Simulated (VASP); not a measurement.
# CO2 (Pa-3) in VASP: further runs

Aim: see how the results for CO2 move with the level of theory and the settings. Levels: PBE, r2SCAN. Tasks: electric field gradients.

Program: VASP 6.6.1. These are calculated values, not measurements. Logs are shortened: lines on timing, memory, paths and dates and some standing lists are left out, and cuts for length are marked.

## (1) The cell of the first run

It takes space group Pa-3 (No. 205, cubic). The conventional cell has a = 5.497 Å, b = 5.497 Å, c = 5.497 Å, α = 90.00°, β = 90.00°, γ = 90.00°. C (site symmetry -3) has 2 O at 1.17 Å within 1.6 Å. Within 1.6 Å of O (site symmetry 3) lie 1 C at 1.17 Å.

## (2) Electric field gradients, PBE

INCAR

```
PREC = Accurate
ENCUT = 520
EDIFF = 1E-8
ISMEAR = -1
SIGMA = 0.05
LREAL = False
LASPH = True
NELM = 80
ALGO = Normal
ISIF = 2
LWAVE = False
LCHARG = False
GGA = PE
LEFG = True
NBANDS = 44
```

KPOINTS

```
regular mesh
0
Gamma
  4 4 4
```

POSCAR

```
CO2
1.0
    5.4970732800      0.0000000000      0.0000000000
    0.0000000000      5.4970732800      0.0000000000
    0.0000000000      0.0000000000      5.4970732800
C O
4 8
Direct
    0.0000000000      0.0000000000      0.0000000000
    0.5000000000      0.0000000000      0.5000000000
    0.5000000000      0.5000000000      0.0000000000
    0.0000000000      0.5000000000      0.5000000000
    0.1225369800      0.1225369800      0.1225369800
    0.3774630200      0.8774630200      0.6225369800
    0.6225369800      0.3774630200      0.8774630200
    0.8774630200      0.6225369800      0.3774630200
    0.8774630200      0.8774630200      0.8774630200
    0.6225369800      0.1225369800      0.3774630200
    0.3774630200      0.6225369800      0.1225369800
    0.1225369800      0.3774630200      0.6225369800
```

Potentials or basis: VASP PAW PBE potentials, release 64 (C, O).

On the command line:

```bash
$ cat potpaw_PBE.64/C/POTCAR potpaw_PBE.64/O/POTCAR > POTCAR
$ mpirun -np 1 vasp_std > vasp.out
```

OUTCAR:

```text
PREC = Accurate
   ENCUT = 520
   EDIFF = 1E-8
   ISMEAR = -1
   LREAL = False
   LASPH = True
   NELM = 80
   ISIF = 2
   GGA = PE

 ion  position               nearest neighbor table
   1  0.000  0.000  0.000-   5 1.17   9 1.17
   2  0.500  0.000  0.500-   6 1.17  10 1.17
   3  0.500  0.500  0.000-   7 1.17  11 1.17
   4  0.000  0.500  0.500-   8 1.17  12 1.17
   5  0.123  0.123  0.123-   1 1.17
   6  0.377  0.877  0.623-   2 1.17
   7  0.623  0.377  0.877-   3 1.17
   8  0.877  0.623  0.377-   4 1.17
   9  0.877  0.877  0.877-   1 1.17
  10  0.623  0.123  0.377-   2 1.17
  11  0.377  0.623  0.123-   3 1.17
  12  0.123  0.377  0.623-   4 1.17

  LATTYP: Found a simple cubic cell.
 ALAT       =     5.4970732800

  Lattice vectors:

 A1 = (   5.4970732800,   0.0000000000,   0.0000000000)
 A2 = (   0.0000000000,   5.4970732800,   0.0000000000)
 A3 = (   0.0000000000,   0.0000000000,   5.4970732800)

Analysis of symmetry for initial positions (statically):
=====================================================================
 Subroutine PRICEL returns:
 Original cell was already a primitive cell.

 Routine SETGRP: Setting up the symmetry group for a
 simple cubic supercell.

 Subroutine GETGRP returns: Found 24 space group operations
 (whereof  6 operations were pure point group operations)
 out of a pool of 48 trial point group operations.

The static configuration has the point symmetry S_6 .
 The point group associated with its full space group is T_h .

Analysis of symmetry for dynamics (positions and initial velocities):
=====================================================================
 Subroutine PRICEL returns:
 Original cell was already a primitive cell.

 Routine SETGRP: Setting up the symmetry group for a
 simple cubic supercell.

 Subroutine GETGRP returns: Found 24 space group operations
 (whereof  6 operations were pure point group operations)
 out of a pool of 48 trial point group operations.

The dynamic configuration has the point symmetry S_6 .
 The point group associated with its full space group is T_h .

 Subroutine INISYM returns: Found 24 space group operations
[... 687 lines left out ...]
  energy-cutoff  :      520.00
  volume of cell :      166.11
      direct lattice vectors                 reciprocal lattice vectors
     5.497073280  0.000000000  0.000000000     0.181914984  0.000000000  0.000000000
     0.000000000  5.497073280  0.000000000     0.000000000  0.181914984  0.000000000
     0.000000000  0.000000000  5.497073280     0.000000000  0.000000000  0.181914984

 POSITION                                       TOTAL-FORCE (eV/Angst)
 -----------------------------------------------------------------------------------
      0.00000      0.00000      0.00000         0.000000      0.000000     -0.000000
      2.74854      0.00000      2.74854         0.000000      0.000000     -0.000000
      2.74854      2.74854      0.00000         0.000000      0.000000     -0.000000
      0.00000      2.74854      2.74854         0.000000      0.000000     -0.000000
      0.67359      0.67359      0.67359         0.434107      0.434107      0.434107
      2.07494      4.82348      3.42213        -0.434107     -0.434107      0.434107
      3.42213      2.07494      4.82348         0.434107     -0.434107     -0.434107
      4.82348      3.42213      2.07494        -0.434107      0.434107     -0.434107
      4.82348      4.82348      4.82348        -0.434107     -0.434107     -0.434107
      3.42213      0.67359      2.07494         0.434107      0.434107     -0.434107
      2.07494      3.42213      0.67359        -0.434107      0.434107      0.434107
      0.67359      2.07494      3.42213         0.434107     -0.434107      0.434107
 -----------------------------------------------------------------------------------
    total drift:                                0.000000      0.000000      0.000000

  FREE ENERGIE OF THE ION-ELECTRON SYSTEM (eV)
  ---------------------------------------------------
  free  energy   TOTEN  =       -91.9970987847 eV

  energy  without entropy=      -91.9970987846  energy(sigma->0) =      -91.99709878

 Electric field gradients (V/A^2)
---------------------------------------------------------------------
 ion       V_xx      V_yy      V_zz      V_xy      V_xz      V_yz
---------------------------------------------------------------------
   1       0.000     0.000    -0.000   -25.080   -25.080   -25.080
   2       0.000     0.000    -0.000   -25.080    25.080    25.080
   3       0.000     0.000    -0.000    25.080    25.080   -25.080
   4       0.000     0.000    -0.000    25.080   -25.080    25.080
   5       0.000    -0.000    -0.000    33.977    33.977    33.977
   6       0.000     0.000    -0.000    33.977   -33.977   -33.977
   7       0.000    -0.000    -0.000   -33.977   -33.977    33.977
   8       0.000     0.000    -0.000   -33.977    33.977   -33.977
   9       0.000     0.000    -0.000    33.977    33.977    33.977
  10       0.000     0.000    -0.000    33.977   -33.977   -33.977
  11       0.000    -0.000    -0.000   -33.977   -33.977    33.977
  12       0.000     0.000    -0.000   -33.977    33.977   -33.977
---------------------------------------------------------------------

 Electric field gradients after diagonalization (V/A^2)
 (convention: |V_zz| > |V_xx| > |V_yy|)
----------------------------------------------------------------------
 ion       V_xx      V_yy      V_zz     asymmetry (V_yy - V_xx)/ V_zz
----------------------------------------------------------------------
   1      25.080    25.080   -50.160       0.000
   2      25.080    25.080   -50.160       0.000
   3      25.080    25.080   -50.160       0.000
   4      25.080    25.080   -50.160       0.000
   5     -33.977   -33.977    67.953       0.000
   6     -33.977   -33.977    67.953       0.000
   7     -33.977   -33.977    67.953       0.000
   8     -33.977   -33.977    67.953       0.000
   9     -33.977   -33.977    67.953       0.000
  10     -33.977   -33.977    67.953       0.000
  11     -33.977   -33.977    67.953       0.000
  12     -33.977   -33.977    67.953       0.000
----------------------------------------------------------------------

           NMR quadrupolar parameters

 Cq : quadrupolar parameter    Cq=e*Q*V_zz/h
 eta: asymmetry parameters     (V_yy - V_xx)/ V_zz
 Q  : nuclear electric quadrupole moment in mb (millibarn)
----------------------------------------------------------------------
 ion       Cq(MHz)       eta       Q (mb)
----------------------------------------------------------------------
   1      -0.121       0.000       1.000
   2      -0.121       0.000       1.000
   3      -0.121       0.000       1.000
   4      -0.121       0.000       1.000
   5       0.164       0.000       1.000
   6       0.164       0.000       1.000
   7       0.164       0.000       1.000
   8       0.164       0.000       1.000
   9       0.164       0.000       1.000
  10       0.164       0.000       1.000
  11       0.164       0.000       1.000
  12       0.164       0.000       1.000
----------------------------------------------------------------------
```

OSZICAR:

```text
N       E                     dE             d eps       ncg     rms          rms(c)
DAV:   1     0.402430496911E+03    0.40243E+03   -0.34214E+04   968   0.134E+03
DAV:   2    -0.690889845847E+02   -0.47152E+03   -0.45655E+03  1232   0.320E+02
DAV:   3    -0.979986587390E+02   -0.28910E+02   -0.28669E+02  1152   0.819E+01
DAV:   4    -0.983602778362E+02   -0.36162E+00   -0.36032E+00  1140   0.102E+01
DAV:   5    -0.983657830005E+02   -0.55052E-02   -0.55032E-02  1124   0.123E+00    0.192E+01
DAV:   6    -0.924939950785E+02    0.58718E+01   -0.17824E+01  1092   0.224E+01    0.876E+00
DAV:   7    -0.921069609232E+02    0.38703E+00   -0.89015E-01  1096   0.520E+00    0.491E+00
DAV:   8    -0.920102919992E+02    0.96669E-01   -0.65121E-01  1084   0.383E+00    0.105E+00
DAV:   9    -0.919959378657E+02    0.14354E-01   -0.52398E-02  1044   0.126E+00    0.426E-01
DAV:  10    -0.919968094321E+02   -0.87157E-03   -0.99114E-03  1132   0.453E-01    0.826E-02
DAV:  11    -0.919970387094E+02   -0.22928E-03   -0.27887E-04  1080   0.960E-02    0.356E-02
DAV:  12    -0.919970982317E+02   -0.59522E-04   -0.49393E-05  1112   0.395E-02    0.523E-03
DAV:  13    -0.919970987353E+02   -0.50368E-06   -0.25456E-06  1124   0.902E-03    0.192E-03
DAV:  14    -0.919970987620E+02   -0.26680E-07   -0.39224E-07  1116   0.367E-03    0.632E-04
DAV:  15    -0.919970987731E+02   -0.11055E-07   -0.17774E-08   920   0.714E-04    0.267E-04
DAV:  16    -0.919970987915E+02   -0.18372E-07   -0.57138E-09   528   0.413E-04    0.940E-05
DAV:  17    -0.919970987847E+02    0.67694E-08   -0.67218E-10   496   0.142E-04
   1 F= -.91997099E+02 E0= -.91997099E+02  d E =-.377382E-10
```

stdout:

```text
POSCAR found type information on POSCAR C O
 POSCAR found :  2 types and      12 ions
 scaLAPACK will be used
 LDA part: xc-table for (Slater+PW92), standard interpolation
 POSCAR, INCAR and KPOINTS ok, starting setup
 FFT: planning ... GRIDC
 FFT: planning ... GRID_SOFT
 FFT: planning ... GRID
 WAVECAR not read
 entering main loop
ion   1

ion   2

ion   3

ion   4

ion   5

ion   6

ion   7

ion   8

ion   9

ion  10

ion  11

ion  12
```

It took 3.9 min on 1 thread of AMD EPYC 7R13, shared host; peak memory 0.24 GiB.

What came out:

```
Free energy            : -91.9971 eV
Pressure               : 4.1 GPa
Largest force          : 0.752 eV/Å
Band gap on the k mesh : 6.85 eV, direct
```

Forces in eV/Å, atoms in the order of the input:
```
C    0.000  0.000  0.000
C    0.000  0.000  0.000
C    0.000  0.000  0.000
C    0.000  0.000  0.000
O    0.434  0.434  0.434
O   -0.434 -0.434  0.434
O    0.434 -0.434 -0.434
O   -0.434  0.434 -0.434
O   -0.434 -0.434 -0.434
O    0.434  0.434 -0.434
O   -0.434  0.434  0.434
O    0.434 -0.434  0.434
```

Levels at points of the mesh, in eV from the valence-band top:
```
           k point  band 28  band 29  band 30  band 31  band 32  band 33  band 34  band 35  band 36  band 37
(0.00, 0.00, 0.00)    -0.22    -0.22    -0.22     0.00     0.00     6.85     7.96     7.96     7.96     8.27
(0.50, 0.00, 0.00)    -0.42    -0.34    -0.34    -0.08    -0.08     7.90     7.90     8.15     8.15     8.46
(0.50, 0.50, 0.00)    -0.37    -0.31    -0.31    -0.31    -0.31     7.90     7.90     7.90     7.90     8.65
(0.50, 0.50, 0.50)    -0.38    -0.36    -0.36    -0.36    -0.36     7.89     7.89     7.89     7.89     8.89
```

Electric field gradients, principal values (V/Å²):
| atom | least | middle | greatest (by size) |
| --- | --- | --- | --- |
| 1 C | 25.080 | 25.080 | -50.160 |
| 2 C | 25.080 | 25.080 | -50.160 |
| 3 C | 25.080 | 25.080 | -50.160 |
| 4 C | 25.080 | 25.080 | -50.160 |
| 5 O | -33.977 | -33.977 | 67.953 |
| 6 O | -33.977 | -33.977 | 67.953 |
| 7 O | -33.977 | -33.977 | 67.953 |
| 8 O | -33.977 | -33.977 | 67.953 |
| 9 O | -33.977 | -33.977 | 67.953 |
| 10 O | -33.977 | -33.977 | 67.953 |
| 11 O | -33.977 | -33.977 | 67.953 |
| 12 O | -33.977 | -33.977 | 67.953 |

Caveat: without QUAD_EFG the Cq values of the log hold for a quadrupole moment of 1 mb, not for the nuclei. A k mesh can miss the band edges.

(Part 1 of 2 ends here.)
